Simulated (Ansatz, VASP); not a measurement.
Two plane-wave programs on Pb

INCAR

```
PREC = Accurate
ENCUT = 520
EDIFF = 1E-6
ISMEAR = 0
SIGMA = 0.15
LREAL = F
LASPH = T
NELM = 100
ALGO = Fast
ISIF = 2
LWAVE = F
LCHARG = F
NBANDS = 13
```

KPOINTS

```
regular mesh
0
Gamma
  16 16 16
```

The input POSCAR:

```
Pb
1.0
    0.0000000000      2.2722160000      2.4698000000
    2.2722160000      0.0000000000      2.4698000000
    2.2722160000      2.2722160000      0.0000000000
Pb
1
Direct
    0.0000000000      0.0000000000      0.0000000000
```

Input for Ansatz:

```yaml
crystal:
  lattice:
    - [0.0, 2.272216, 2.4698]
    - [2.272216, 0.0, 2.4698]
    - [2.272216, 2.272216, 0.0]
  atoms:
    - { symbol: Pb, position: [0.0, 0.0, 0.0] }
basis:
  ecutwfc: 420
kpoints:
  mp_grid: { grid: [16, 16, 16] }
hamiltonian:
  xc: lda
scf:
  occupations: { method: gaussian, width: 0.15 }
output:
  forces: true
  stress: true
  eigenvalues: true
```

Change from the starting cell: strain -0.080 along x and y, +0.000 along z, atoms carried along.

Alike in both runs: task single point; functional LDA; k mesh 16 × 16 × 16; occupations gaussian, width 0.15 eV; no spin polarisation.

|  | VASP | Ansatz |
| --- | --- | --- |
| version | VASP 6.6.1 | Ansatz 0.2.0 |
| potentials or method | VASP PAW LDA potentials, release 64 (Pb_d), cutoff 520 eV | scalar-relativistic, plane waves, PAW |
| valence electrons in the cell | 14 | 14 |

Ansatz gave:

| Item | Value |
| --- | --- |
| gap on the k mesh at the Fermi level (eV) | none |
| pressure (GPa) | 9.4 |
| traceless stress, the component that is largest in VASP (GPa) | -1.71 |

Task: Estimate VASP's values.

Result: gap on the k mesh at the Fermi level (eV): none; pressure (GPa): 9.6; traceless stress, the component that is largest in VASP (GPa): -1.73.

LDA's correlation is that of Perdew and Zunger in VASP and of Perdew and Wang (1992) in Ansatz. A gap of «none» marks a metal or a gap that the smearing closes.

Spin-orbit coupling is off throughout.
